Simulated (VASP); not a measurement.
Input of a VASP 6.6.1 run:

File INCAR:

```
SYSTEM = Zr2SeS2
ALGO = Normal
EDIFF = 1E-6
EDIFFG = -0.04
ENCUT = 600
GGA = PE
IBRION = 2
ISIF = 3
ISMEAR = 0
LASPH = .TRUE.
LCHARG = .FALSE.
LREAL = .FALSE.
LWAVE = .FALSE.
NELM = 80
NSW = 90
PREC = Accurate
SIGMA = 0.1
```

File KPOINTS:

```
k-points
0
G
  4 4 4
  0 0 0
```

Contents of POSCAR:

```
Zr2SeS2
1.0
    4.2231097000      0.0000000000      0.0000000000
    0.0000000000      4.2231097000      0.0000000000
    0.0000000000      0.0000000000      7.1648015000
Zr Se S
2 1 2
Direct
    0.0000000000      0.5000000000      0.0000000000
    0.5000000000      0.0000000000      0.0000000000
    0.5000000000      0.5000000000      0.0000000000
    0.5000000000      0.5000000000      0.5000000000
    0.0000000000      0.0000000000      0.5000000000
```

Potentials or basis: VASP PAW PBE potentials, release 64 (Zr_sv, Se, S).

Launch:

```console
$ cat potpaw_PBE.64/Zr_sv/POTCAR potpaw_PBE.64/Se/POTCAR potpaw_PBE.64/S/POTCAR > POTCAR
$ mpirun -np 1 vasp_std > vasp.out
```

Q: Estimate the relaxed volume.

A: 23.50 Å³/atom.

Q: Predict the relaxed cell.

A: a = 5.037 Å, b = 5.037 Å, c = 4.632 Å, α = 90.00°, β = 90.00°, γ = 90.00°.

Q: Estimate the space group after relaxing (to 0.1 Å).

A: P4/mmm (No. 123).

Stress tensor (GPa, compression positive):
```
0.01 0.00 0.00
0.00 0.01 0.00
0.00 0.00 0.19
```

Caveat: the k points lie up to 0.34 Å⁻¹ apart in the final cell; the highest band is partly filled, so the run has too few bands; a cell axis changed by over 15 % at a fixed basis, so the end point is rough.
